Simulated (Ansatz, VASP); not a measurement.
## One calculation of AlFe, two programs

```
CELL_PARAMETERS angstrom
2.84530 0.00000 0.00000
0.00000 2.84530 0.00000
0.00000 0.00000 2.84530
ATOMIC_POSITIONS crystal
Al 0.00000 0.00000 0.00000
Fe 0.50000 0.50000 0.50000
```

Alike in both runs: task single point; functional PBE; k mesh 14 × 14 × 14; occupations gaussian, width 0.1 eV; collinear spin.

|  | VASP | Ansatz |
| --- | --- | --- |
| version | VASP 6.6.1 | Ansatz 0.2.0 |
| potentials or method | VASP PAW PBE potentials, release 64 (Al, Fe), cutoff 520 eV | scalar-relativistic, plane waves, PAW |
| valence electrons in the cell | 11 | 19 |

Ansatz gave:

| Property | Result |
| --- | --- |
| gap on the k mesh at the Fermi level (eV) | none |
| pressure (GPa) | 5.7 |
| net moment per atom (μB) | 0.33 |
| size of the moment on the site where the two differ most (μB) | 0.68 |

Task: What did VASP give for the same quantities?

Result: gap on the k mesh at the Fermi level (eV): none; pressure (GPa): 5.7; net moment per atom (μB): 0.33; size of the moment on the site where the two differ most (μB): 0.69.

Site moments also hang on the region over which each program counts them. A gap of «none» marks a metal or a gap that the smearing closes. With one functional, cell and mesh, what is left measures potentials, basis and numerics. VASP's potentials hold 11 valence electrons a cell and Ansatz's 19, so a difference there can come from the potentials and not from the codes.
